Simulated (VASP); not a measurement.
Set up this calculation in VASP 6.6.1, as the native input.

```
Task                   : single point
Functional             : PBEsol
Potentials or basis    : VASP PAW PBE potentials, release 64 (Ir_sv_GW)
Cutoff                 : 560 eV
k mesh                 : 13 × 13 × 13
Occupations            : fermi-dirac, width 0.05 eV
Spin                   : no spin polarisation
Dipole correction      : no
Further INCAR settings : ALGO = Normal; EDIFF = 1e-06; NBANDS = 24
```

The structure of Ir lies in POSCAR:

```
Ir
1.0
    0.0000000000      2.2557774008      2.2557774008
    2.2557774008      0.0000000000      2.2557774008
    2.2557774008      2.2557774008      0.0000000000
Ir
2
Direct
   -0.1250000000     -0.1250000000     -0.1250000000
    0.1250000000      0.1250000000      0.1250000000
```

This isn't the form of Ir at room conditions, which is fcc.

The input as run:

INCAR

```
SYSTEM = Ir
PREC = Accurate
ENCUT = 560
EDIFF = 1E-6
ISMEAR = -1
SIGMA = 0.05
LREAL = .False.
LASPH = .True.
NELM = 120
ALGO = Normal
ISIF = 2
LWAVE = .False.
LCHARG = .True.
GGA = PS
LELF = .True.
LVHAR = .True.
NBANDS = 24
GGA_COMPAT = .False.
```

KPOINTS

```
Automatic mesh
0
Gamma
  13 13 13
  0 0 0
```

Potentials or basis: VASP PAW PBE potentials, release 64 (Ir_sv_GW).

Command:

```sh
$ cat potpaw_PBE.64/Ir_sv_GW/POTCAR > POTCAR
$ mpirun -np 1 vasp_std > vasp.out
```

Results of the run:

```
Pressure               : 496.8 GPa
Band gap on the k mesh : zero (bands 17 and 18 overlap by 3.42 eV)
```

Caveat: atoms lie so close that the PAW spheres overlap strongly, which falsifies energies and pressures; the cell stands under pressure; the PAW data sets were made with another functional, which shifts forces and pressure a little; spin-orbit coupling is left out, which moves the levels of the heavy elements.

Wall time 33 s on 1 thread of Intel(R) Xeon(R) Platinum 8559C (Emerald Rapids), on a shared host, peak memory 0.19 GiB.
